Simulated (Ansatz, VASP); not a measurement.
# Two plane-wave programs on Cd

File INCAR:

```
PREC = Accurate ; ENCUT = 520
EDIFF = 1E-7 ; ISMEAR = 0
SIGMA = 0.15 ; LREAL = False
LASPH = True ; NELM = 80
ALGO = Fast ; ISIF = 2
LWAVE = False ; LCHARG = True
GGA = PS ; LELF = True
LVHAR = True ; NBANDS = 12
```

File KPOINTS:

```
regular mesh
0
Gamma
  20 20 20
```

POSCAR

```
Cd
1.0
   -1.5897302090      1.5897302090      2.2478785156
    1.5897302090     -1.5897302090      2.2478785156
    1.5897302090      1.5897302090     -2.2478785156
Cd
1
Direct
    0.0000000000      0.0000000000      0.0000000000
```

Input for Ansatz:

```yaml
crystal:
  lattice:
    - [-1.589730209, 1.589730209, 2.2478785156]
    - [1.589730209, -1.589730209, 2.2478785156]
    - [1.589730209, 1.589730209, -2.2478785156]
  atoms:
    - { symbol: Cd, position: [0.0, 0.0, 0.0] }
basis:
  ecutwfc: 420
kpoints:
  mp_grid: { grid: [20, 20, 20] }
hamiltonian:
  xc: pbesol
scf:
  occupations: { method: gaussian, width: 0.15 }
output:
  forces: true
  stress: true
  eigenvalues: true
```

Alike in both runs: task single point; functional PBEsol; k mesh 20 × 20 × 20; occupations gaussian, width 0.15 eV; no spin polarisation.

|  | VASP | Ansatz |
| --- | --- | --- |
| version | VASP 6.6.1 | Ansatz 0.2.0 |
| potentials or method | VASP PAW PBE potentials, release 64 (Cd), cutoff 520 eV | scalar-relativistic, plane waves, PAW |
| valence electrons in the cell | 12 | 20 |

Ansatz gave:

```
gap on the k mesh at the Fermi level (eV) : none
pressure (GPa)                            : -3.8
```

Task: Estimate VASP's values.

Result: gap on the k mesh at the Fermi level (eV): none; pressure (GPa): -3.6.

VASP's potentials were made for PBE, not for PBEsol. A gap of «none» marks a metal or a gap that the smearing closes. With one functional, cell and mesh, what is left measures potentials, basis and numerics. VASP's potentials hold 12 valence electrons a cell and Ansatz's 20, so a difference there can come from the potentials and not from the codes.
